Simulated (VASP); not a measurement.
# Te2Mo in VASP: further runs

Te2Mo is run at these levels: r2SCAN; tasks: single point.

Everything below comes from runs of VASP 6.6.1. Logs are shortened: lines on timing, memory, paths and dates and some standing lists are left out, and cuts for length are marked.

### Step 1. The cell of the first run

The cell holds a slab with vacuum, 3 atoms: a = 3.560 Å, b = 3.560 Å, c = 17.524 Å, α = 90.00°, β = 90.00°, γ = 120.00°.

### Step 2. Single point, r2SCAN

POSCAR

```
Te2Mo
1.0
    3.5602330000      0.0000000000      0.0000000000
   -1.7801165000      3.0832522214      0.0000000000
    0.0000000000      0.0000000000     17.5240580000
Te Mo
2 1
Direct
    0.3333333333      0.6666666667      0.8978550000
    0.3333333333      0.6666666667      0.1021450000
    0.0000000000      0.0000000000      0.0000000000
```

INCAR.step1

```
SYSTEM = Te2Mo
PREC = Accurate
ENCUT = 520
ISMEAR = -1
SIGMA = 0.1
LREAL = .FALSE.
LASPH = .TRUE.
NELM = 100
NBANDS = 20
GGA = PE
ALGO = Normal
EDIFF = 1E-4
LWAVE = .TRUE.
LCHARG = .FALSE.
```

INCAR.step2

```
SYSTEM = Te2Mo
PREC = Accurate
ENCUT = 520
EDIFF = 1E-7
ISMEAR = -1
SIGMA = 0.1
LREAL = .FALSE.
LASPH = .TRUE.
NELM = 100
ALGO = Normal
ISIF = 2
LWAVE = .FALSE.
LCHARG = .FALSE.
METAGGA = R2SCAN
LMIXTAU = .TRUE.
NBANDS = 20
ISTART = 1
```

KPOINTS

```
Automatic mesh
0
G
  3 3 1
  0 0 0
```

Potentials or basis: VASP PAW PBE potentials, release 64 (Te, Mo_sv).

On the command line:

```
cat potpaw_PBE.64/Te/POTCAR potpaw_PBE.64/Mo_sv/POTCAR > POTCAR
cp INCAR.step1 INCAR
mpirun -np 1 vasp_std > vasp.out
cp INCAR.step2 INCAR
mpirun -np 1 vasp_std > vasp.out
```

OUTCAR:

```text
SYSTEM = Te2Mo
   PREC = Accurate
   ENCUT = 520
   EDIFF = 1E-7
   ISMEAR = -1
   LREAL = .FALSE.
   LASPH = .TRUE.
   NELM = 100
   ISIF = 2
   METAGGA = R2SCAN
   ISTART = 1

 ion  position               nearest neighbor table
   1  0.333  0.667  0.898-   3 2.73   3 2.73   3 2.73   2 3.58
   2  0.333  0.667  0.102-   3 2.73   3 2.73   3 2.73   1 3.58
   3  0.000  0.000  0.000-   1 2.73   2 2.73   1 2.73   2 2.73   1 2.73   2 2.73

  LATTYP: Found a hexagonal cell.
 ALAT       =     3.5602330000
 C/A-ratio  =     4.9221660492

  Lattice vectors:

 A1 = (   3.5602330000,   0.0000000000,   0.0000000000)
 A2 = (  -1.7801165000,   3.0832522214,   0.0000000000)
 A3 = (   0.0000000000,   0.0000000000,  17.5240580000)

Analysis of symmetry for initial positions (statically):
=====================================================================
 Subroutine PRICEL returns:
 Original cell was already a primitive cell.

 Routine SETGRP: Setting up the symmetry group for a
 hexagonal supercell.

 Subroutine GETGRP returns: Found 12 space group operations
 (whereof 12 operations were pure point group operations)
 out of a pool of 24 trial point group operations.

The static configuration has the point symmetry D_3h.

Analysis of symmetry for dynamics (positions and initial velocities):
=====================================================================
 Subroutine PRICEL returns:
 Original cell was already a primitive cell.

 Routine SETGRP: Setting up the symmetry group for a
 hexagonal supercell.

 Subroutine GETGRP returns: Found 12 space group operations
 (whereof 12 operations were pure point group operations)
 out of a pool of 24 trial point group operations.

The dynamic configuration has the point symmetry D_3h.

 Subroutine INISYM returns: Found 12 space group operations
 (whereof 12 operations are pure point group operations),
 and found     1 'primitive' translations

----------------------------------------------------------------------------------------

                                     Primitive cell

  volume of cell :     192.3633

  direct lattice vectors                    reciprocal lattice vectors
     3.560233000  0.000000000  0.000000000     0.280880493  0.162166428  0.000000000
    -1.780116500  3.083252221  0.000000000     0.000000000  0.324332856  0.000000000
     0.000000000  0.000000000 17.524058000     0.000000000  0.000000000  0.057064408

  length of vectors
     3.560233000  3.560233000 17.524058000     0.324332856  0.324332856  0.057064408

  position of ions in fractional coordinates (direct lattice)
     0.333333333  0.666666667  0.897855000
     0.333333333  0.666666667  0.102145000
     0.000000000  0.000000000  0.000000000

  ion indices of the primitive-cell ions
   primitive index   ion index
                 1           1
                 2           2
                 3           3

----------------------------------------------------------------------------------------

 KPOINTS: Automatic mesh

Automatic generation of k-mesh.
 Grid dimensions read from file:
 generate k-points for:    3    3    1

 Generating k-lattice:

  Cartesian coordinates                     Fractional coordinates (reciprocal lattice)
     0.093626831  0.054055476  0.000000000     0.333333333  0.000000000  0.000000000
     0.000000000  0.108110952  0.000000000     0.000000000  0.333333333  0.000000000
     0.000000000  0.000000000  0.057064408     0.000000000  0.000000000  1.000000000

  Length of vectors
     0.108110952  0.108110952  0.057064408

  Shift w.r.t. Gamma in fractional coordinates (k-lattice)
     0.000000000  0.000000000  0.000000000

 Subroutine IBZKPT returns following result:
 ===========================================

 Found      3 irreducible k-points:

 Following reciprocal coordinates:
            Coordinates               Weight
  0.000000  0.000000  0.000000      1.000000
  0.333333  0.000000  0.000000      6.000000
  0.333333  0.333333  0.000000      2.000000
   k-points           NKPTS =      3   k-points in BZ     NKDIM =      3   number of bands    NBANDS=     20
   number of dos      NEDOS =    301   number of ions     NIONS =      3
   total plane-waves  NPLWV = 109760
   dimension x,y,z NGX =    28 NGY =   28 NGZ =  140
   dimension x,y,z NGXF=    56 NGYF=   56 NGZF=  280
   ions per type =               2   1
   NGX,Y,Z   is equivalent  to a cutoff of  13.07, 13.07, 13.28 a.u.
   NGXF,Y,Z  is equivalent  to a cutoff of  26.15, 26.15, 26.56 a.u.
 SYSTEM =  Te2Mo
   PREC   = accura    normal or accurate (medium, high low for compatibility)
   ISTART =      1    job   : 0-new  1-cont  2-samecut
   ICHARG =      0    charge: 1-file 2-atom 10-const
   ISPIN  =      1    spin polarized calculation?
   LNONCOLLINEAR =      F non collinear calculations
   LSORBIT =      F    spin-orbit coupling
   LASPH  =      T    aspherical Exc in radial PAW
   ENCUT  =  520.0 eV  38.22 Ry    6.18 a.u.   6.62  6.62 32.58*2*pi/ulx,y,z
[... 17 lines left out ...]
   EFERMI_NEDOS =   21; number of points for ismear=-14 and -15
   IALGO  =     38    algorithm
   IMIX   =      4    mixing-type and parameters
     AMIX     =   0.40;   BMIX     =  1.00
     AMIX_MAG =   1.60;   BMIX_MAG =  1.00
  volume/ion in A,a.u.               =      64.12       432.71
  Fermi-wavevector in a.u.,A,eV,Ry     =   0.840153  1.587660  9.603776  0.705858
  Thomas-Fermi vector in A             =   1.954489
   LORBIT       =      0    0 simple, 1 ext, 2 COOP (PROOUT), +10 PAW based schemes
   METAGGA = R2SCAN    functional components
   LHFCALC =     F    Hartree Fock is set to
   AEXX    =    0.0000 exact exchange contribution
   IVDW    =     0    specifies the selected vdW correction
   LEPSILON=     F    determine dielectric tensor
   LRPA    =     F    only Hartree local field effects (RPA)
 non-spin polarized calculation
  energy-cutoff  :      520.00
  volume of cell :      192.36
 maximum number of plane-waves:      5225
 NGX is ok and might be reduce to    28
   NGX = 13   NGY = 13   NGZ = 65

 number of electron      26.0000000 magnetization

 Free energy of the ion-electron system (eV)
  ---------------------------------------------------
  ext. energy  EPLUGINS =         0.00000000
  ---------------------------------------------------
  free energy    TOTEN  =       -77.88855260 eV

  energy without entropy =      -77.88609919  energy(sigma->0) =      -77.88732590

 E-fermi :   0.6705     XC(G=0):  -4.7989

 val. band max:        0.1232584663   @ k =   0.3333   0.3333   0.0000
 cond. band min:       1.2200567841   @ k =   0.3333   0.3333   0.0000
 fundamental gap:      1.0967983178
 Fermi energy:         0.6704858262

 k-point     1 :       0.0000    0.0000    0.0000
  band No.  band energies     occupation
      1     -62.4733      2.00000
      2     -35.9807      2.00000
      3     -35.7749      2.00000
      4     -35.7749      2.00000
      5     -13.1209      2.00000
      6     -12.0823      2.00000
      7      -5.1529      2.00000
      8      -1.7795      2.00000
      9      -1.7211      2.00000
     10      -1.7211      2.00000
     11      -0.9721      2.00000
     12      -0.9721      2.00000
     13      -0.3597      1.99993
     14       3.1658      0.00000
     15       3.1658      0.00000
     16       3.4982      0.00000
     17       3.4982      0.00000
     18       4.6945      0.00000
     19       5.2237      0.00000
     20       5.9450      0.00000

 k-point     2 :       0.3333    0.0000    0.0000
  band No.  band energies     occupation
      1     -62.4662      2.00000
      2     -35.9590      2.00000
      3     -35.8699      2.00000
      4     -35.7970      2.00000
      5     -11.7681      2.00000
      6     -11.1728      2.00000
      7      -4.6201      2.00000
      8      -3.8302      2.00000
      9      -3.6618      2.00000
     10      -2.1643      2.00000
     11      -1.5169      2.00000
     12      -0.8856      2.00000
     13      -0.7907      2.00000
     14       1.7003      0.00007
     15       1.9003      0.00001
     16       2.9056      0.00000
     17       3.7962      0.00000
     18       5.9676      0.00000
     19       6.3170      0.00000
     20       6.6000      0.00000

 k-point     3 :       0.3333    0.3333    0.0000
  band No.  band energies     occupation
      1     -62.4626      2.00000
      2     -35.9481      2.00000
      3     -35.8717      2.00000
      4     -35.8536      2.00000
      5     -10.7787      2.00000
      6     -10.5164      2.00000
      7      -4.6899      2.00000
      8      -4.5845      2.00000
      9      -3.9328      2.00000
     10      -3.0992      2.00000
     11      -3.0882      2.00000
     12      -1.8239      2.00000
     13       0.1233      1.99163
     14       1.2201      0.00818
     15       2.1139      0.00000
     16       2.7802      0.00000
     17       4.3256      0.00000
     18       5.4055      0.00000
     19       5.5832      0.00000
     20       7.8608      0.00000

------------------------ aborting loop because EDIFF is reached ----------------------------------------

  FORCE on cell =-STRESS in cart. coord.  units (eV):
  Direction    XX          YY          ZZ          XY          YZ          ZX
  --------------------------------------------------------------------------------------
  -------------------------------------------------------------------------------------
  Total       -0.0803231     -0.0803231     -0.5120245      0.0000000      0.0000000      0.0000000
  in kB       -0.6690043     -0.6690043     -4.2646083      0.0000000      0.0000000      0.0000000
  external PRESSURE =      -1.8675390 kB  Pullay stress =       0.0000000 kB

 VOLUME and BASIS-vectors are now :
 -----------------------------------------------------------------------------
  energy-cutoff  :      520.00
  volume of cell :      192.36
      direct lattice vectors                 reciprocal lattice vectors
     3.560233000  0.000000000  0.000000000     0.280880493  0.162166428  0.000000000
    -1.780116500  3.083252221  0.000000000     0.000000000  0.324332856  0.000000000
     0.000000000  0.000000000 17.524058000     0.000000000  0.000000000  0.057064408

 POSITION                                       TOTAL-FORCE (eV/Angst)
 -----------------------------------------------------------------------------------
     -0.00000      2.05550     15.73406        -0.000000      0.000000      0.139923
     -0.00000      2.05550      1.78999        -0.000000     -0.000000     -0.139923
      0.00000      0.00000      0.00000         0.000000      0.000000      0.000000
 -----------------------------------------------------------------------------------
    total drift:                               -0.000000      0.000000     -0.000000

  FREE ENERGIE OF THE ION-ELECTRON SYSTEM (eV)
  ---------------------------------------------------
  free  energy   TOTEN  =       -77.8885526040 eV

  energy  without entropy=      -77.8860991876  energy(sigma->0) =      -77.88732590
```

It took 2.1 min on 1 thread of Intel Xeon Platinum 8259CL at 2.50GHz (Skylake/Cascade Lake), shared host; peak memory 0.35 GiB.

Results:

| Quantity | Value |
| --- | --- |
| Free energy | -77.8886 eV |
| Largest force | 0.140 eV/Å |
| Band gap on the k mesh | 1.10 eV, direct |

Forces in eV/Å, atoms in the order of the input:
```
Te   0.000  0.000  0.140
Te   0.000  0.000 -0.140
Mo   0.000  0.000  0.000
```

Caveat: the k points lie up to 0.68 Å⁻¹ apart; the PAW data sets were made with another functional, which shifts forces and pressure a little; spin-orbit coupling is left out, which moves the levels of the heavy elements.

### Step 3. Single point, r2SCAN

POSCAR is that of step 2.

INCAR.step1

```
SYSTEM = Te2Mo
  ALGO = Normal
  EDIFF = 1E-4
  ENCUT = 520
  GGA = PE
  ISMEAR = -1
  LASPH = .True.
  LCHARG = .False.
  LREAL = .False.
  LWAVE = .True.
  NBANDS = 20
  NELM = 60
  PREC = Accurate
  SIGMA = 0.1
```

INCAR.step2

```
SYSTEM = Te2Mo
  ALGO = Normal
  EDIFF = 1E-7
  ENCUT = 520
  ISIF = 2
  ISMEAR = -1
  ISTART = 1
  LASPH = .True.
  LCHARG = .False.
  LMIXTAU = .True.
  LREAL = .False.
  LWAVE = .False.
  METAGGA = R2SCAN
  NBANDS = 20
  NELM = 60
  PREC = Accurate
  SIGMA = 0.1
```

KPOINTS

```
k-points
0
Gamma
  5 5 1
  0 0 0
```

Potentials or basis: VASP PAW PBE potentials, release 64 (Te, Mo_sv).

On the command line:

```
cat potpaw_PBE.64/Te/POTCAR potpaw_PBE.64/Mo_sv/POTCAR > POTCAR
cp INCAR.step1 INCAR
mpirun -np 1 vasp_std > vasp.out
cp INCAR.step2 INCAR
mpirun -np 1 vasp_std > vasp.out
```

Wall time 3 min (1 thread of Intel Xeon Platinum 8259CL at 2.50GHz (Skylake/Cascade Lake), shared host); peak memory 0.36 GiB.

The run converged. Its results:

```
Free energy            : -77.7664 eV
Largest force          : 0.017 eV/Å
Band gap on the k mesh : 1.55 eV, direct
```

Forces in eV/Å, atoms in the order of the input:
```
Te   0.000  0.000 -0.017
Te   0.000  0.000  0.017
Mo   0.000  0.000  0.000
```

Levels at points of the mesh, in eV from the valence-band top:
| k point | band 11 | band 12 | band 13 | band 14 | band 15 | band 16 |
| --- | --- | --- | --- | --- | --- | --- |
| (0.00, 0.00, 0.00) | -0.84 | -0.84 | -0.23 | 3.35 | 3.35 | 3.66 |

Caveat: the PAW data sets were made with another functional, which shifts forces and pressure a little; spin-orbit coupling is left out, which moves the levels of the heavy elements.

### Step 4. Single point, r2SCAN

POSCAR is that of step 3.

INCAR.step1

```
SYSTEM = Te2Mo
ALGO = Normal
EDIFF = 1E-4
ENCUT = 520
GGA = PE
ISMEAR = -1
LASPH = .True.
LCHARG = .False.
LREAL = .False.
LWAVE = .True.
NBANDS = 20
NELM = 80
PREC = Accurate
SIGMA = 0.1
```

INCAR.step2

```
SYSTEM = Te2Mo
ALGO = Normal
EDIFF = 1E-6
ENCUT = 520
ISIF = 2
ISMEAR = -1
ISTART = 1
LASPH = .True.
LCHARG = .True.
LELF = .True.
LMIXTAU = .True.
LREAL = .False.
LVHAR = .True.
LWAVE = .False.
METAGGA = R2SCAN
NBANDS = 20
NELM = 80
PREC = Accurate
SIGMA = 0.1
```

KPOINTS

```
k-points
0
Gamma
  6 6 1
  0 0 0
```

On the command line:

```
cat potpaw_PBE.64/Te/POTCAR potpaw_PBE.64/Mo_sv/POTCAR > POTCAR
cp INCAR.step1 INCAR
mpirun -np 1 vasp_std > vasp.out
cp INCAR.step2 INCAR
mpirun -np 1 vasp_std > vasp.out
```

Wall time 3.1 min (1 thread of Intel Xeon Platinum 8259CL at 2.50GHz (Skylake/Cascade Lake), shared host); peak memory 0.36 GiB.

The run converged. Its results:

```
Free energy            : -77.7694 eV
Largest force          : 0.024 eV/Å
Band gap on the k mesh : 1.12 eV, direct
```

Forces on the atoms (eV/Å):
```
Te   0.000  0.000 -0.024
Te   0.000  0.000  0.024
Mo   0.000  0.000  0.000
```

Levels at points of the mesh, in eV from the valence-band top:
| k point | band 9 | band 10 | band 11 | band 12 | band 13 | band 14 | band 15 | band 16 | band 17 | band 18 |
| --- | --- | --- | --- | --- | --- | --- | --- | --- | --- | --- |
| (0.00, 0.00, 0.00) | -1.83 | -1.76 | -1.01 | -1.01 | -0.41 | 3.17 | 3.17 | 3.48 | 3.48 | 4.75 |
| (0.50, 0.00, 0.00) | -3.51 | -2.49 | -1.71 | -0.76 | -0.47 | 1.47 | 1.85 | 3.55 | 3.86 | 4.29 |

Caveat: the PAW data sets were made with another functional, which shifts forces and pressure a little; spin-orbit coupling is left out, which moves the levels of the heavy elements.

### Step 5. Single point, r2SCAN

POSCAR is that of step 4.

INCAR.step1

```
PREC     = Accurate       # precision mode
ENCUT    = 520            # plane-wave cutoff, eV
ISMEAR   = -1             # smearing method
SIGMA    = 0.1            # smearing width, eV
LREAL    = False          # projectors in reciprocal space
LASPH    = True           # aspherical terms in the spheres
NELM     = 80             # most SCF steps
NBANDS   = 20             # bands
GGA      = PE             # functional
ALGO     = Normal         # electronic algorithm
EDIFF    = 1E-4           # SCF threshold, eV
LWAVE    = True           # write WAVECAR
LCHARG   = False          # write CHGCAR
```

INCAR.step2

```
PREC     = Accurate       # precision mode
ENCUT    = 520            # plane-wave cutoff, eV
EDIFF    = 1E-6           # SCF threshold, eV
ISMEAR   = -1             # smearing method
SIGMA    = 0.1            # smearing width, eV
LREAL    = False          # projectors in reciprocal space
LASPH    = True           # aspherical terms in the spheres
NELM     = 80             # most SCF steps
ALGO     = Normal         # electronic algorithm
ISIF     = 2              # what is computed and relaxed
LWAVE    = False          # write WAVECAR
LCHARG   = False          # write CHGCAR
METAGGA  = R2SCAN         # meta-GGA
LMIXTAU  = True         
NBANDS   = 20             # bands
ISTART   = 1
```

KPOINTS

```
regular mesh
0
Gamma
  7 7 2
```

On the command line:

```
cat potpaw_PBE.64/Te/POTCAR potpaw_PBE.64/Mo_sv/POTCAR > POTCAR
cp INCAR.step1 INCAR
mpirun -np 1 vasp_std > vasp.out
cp INCAR.step2 INCAR
mpirun -np 1 vasp_std > vasp.out
```

It took 4.6 min on 1 thread of Intel Xeon Platinum 8259CL at 2.50GHz (Skylake/Cascade Lake), shared host; peak memory 0.38 GiB.

Results (log left out):

| Property | Result |
| --- | --- |
| Free energy | -77.7709 eV |
| Largest force | 0.019 eV/Å |
| Band gap on the k mesh | 1.47 eV, direct |

Forces on the atoms (eV/Å):
```
Te   0.000  0.000 -0.019
Te   0.000  0.000  0.019
Mo   0.000  0.000  0.000
```

Levels at points of the mesh, in eV from the valence-band top:
```
           k point  band 11  band 12  band 13  band 14  band 15  band 16
(0.00, 0.00, 0.00)    -0.86    -0.86    -0.25     3.33     3.33     3.64
(0.00, 0.00, 0.50)    -0.86    -0.86    -0.25     3.33     3.33     3.64
```

Caveat: the PAW data sets were made with another functional, which shifts forces and pressure a little; spin-orbit coupling is left out, which moves the levels of the heavy elements.

### Step 6. Single point, r2SCAN

POSCAR is that of step 5.

INCAR.step1

```
  PREC = Accurate
  ENCUT = 520
  ISMEAR = -1
  SIGMA = 0.1
  LREAL = F
  LASPH = T
  NELM = 80
  NBANDS = 20
  GGA = PE
  ALGO = Normal
  EDIFF = 1E-4
  LWAVE = T
  LCHARG = F
```

INCAR.step2

```
  PREC = Accurate
  ENCUT = 520
  EDIFF = 1E-6
  ISMEAR = -1
  SIGMA = 0.1
  LREAL = F
  LASPH = T
  NELM = 80
  ALGO = Normal
  ISIF = 2
  LWAVE = F
  LCHARG = F
  METAGGA = R2SCAN
  LMIXTAU = T
  NBANDS = 20
  ISTART = 1
```

KPOINTS

```
Automatic mesh
0
Gamma
  9 9 2
```

Potentials or basis: VASP PAW PBE potentials, release 64 (Te, Mo_sv).

On the command line:

```
cat potpaw_PBE.64/Te/POTCAR potpaw_PBE.64/Mo_sv/POTCAR > POTCAR
cp INCAR.step1 INCAR
mpirun -np 1 vasp_std > vasp.out
cp INCAR.step2 INCAR
mpirun -np 1 vasp_std > vasp.out
```

Wall time 8.4 min (1 thread of Intel Xeon Platinum 8259CL at 2.50GHz (Skylake/Cascade Lake), shared host); peak memory 0.4 GiB.

Results (log left out):

* Free energy: -77.7712 eV
* Largest force: 0.019 eV/Å
* Band gap on the k mesh: 1.13 eV, direct

Forces in eV/Å, atoms in the order of the input:
```
Te   0.000  0.000 -0.019
Te   0.000  0.000  0.019
Mo   0.000  0.000  0.000
```

Levels at points of the mesh, in eV from the valence-band top:
| k point | band 10 | band 11 | band 12 | band 13 | band 14 | band 15 | band 16 | band 17 |
| --- | --- | --- | --- | --- | --- | --- | --- | --- |
| (0.00, 0.00, 0.00) | -1.76 | -1.01 | -1.01 | -0.41 | 3.17 | 3.17 | 3.48 | 3.48 |
| (0.00, 0.00, 0.50) | -1.76 | -1.01 | -1.01 | -0.41 | 3.17 | 3.17 | 3.48 | 3.48 |

Caveat: the PAW data sets were made with another functional, which shifts forces and pressure a little; spin-orbit coupling is left out, which moves the levels of the heavy elements.

### Step 7. Overview

| k mesh | gap on the mesh (eV) | largest force (eV/Å) |
| --- | --- | --- |
| 3 × 3 × 1 | 1.10 | 0.14 |
| 5 × 5 × 1 | 1.55 | 0.02 |
| 6 × 6 × 1 | 1.12 | 0.02 |
| 7 × 7 × 2 | 1.47 | 0.02 |
| 9 × 9 × 2 | 1.13 | 0.02 |

Alike in all rows: task single point; level r2SCAN; potentials or basis VASP PAW PBE potentials, release 64 (Te, Mo_sv); no spin polarisation; cell as given; cutoff (eV) 520; smearing fermi-dirac 0.1 eV.

Caveats: some runs use coarse meshes; the PAW data sets were made with another functional, which shifts forces and pressure a little; spin-orbit coupling is left out, which moves the levels of the heavy elements.

Absolute energies hang on the potentials; compare differences alone.
